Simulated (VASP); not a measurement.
Input of a VASP 6.6.1 run:

Contents of INCAR:

```
SYSTEM = AlRu
ALGO = Normal
EDIFF = 1E-8
ENCUT = 520
GGA = PS
ISIF = 2
ISMEAR = -1
LASPH = .True.
LCHARG = .False.
LEFG = .True.
LREAL = .False.
LWAVE = .False.
NBANDS = 16
NELM = 60
PREC = Accurate
SIGMA = 0.05
```

The input KPOINTS:

```
k-points
0
Gamma
  12 12 12
  0 0 0
```

POSCAR

```
AlRu
1.0
    2.9511680166      0.0000000000      0.0000000000
    0.0000000000      2.9511680166      0.0000000000
    0.0000000000      0.0000000000      2.9511680166
Al Ru
1 1
Direct
    0.0000000000      0.0000000000      0.0000000000
    0.5000000000      0.5000000000      0.5000000000
```

Potentials or basis: VASP PAW PBE potentials, release 64 (Al, Ru_pv).

Command:

```bash
$ cat potpaw_PBE.64/Al/POTCAR potpaw_PBE.64/Ru_pv/POTCAR > POTCAR
$ mpirun -np 1 vasp_std > vasp.out
```

Question: Estimate the pressure.

Answer: 5.9 GPa.

Caveat: without QUAD_EFG the Cq values of the log hold for a quadrupole moment of 1 mb, not for the nuclei; the PAW data sets were made with another functional, which shifts forces and pressure a little.
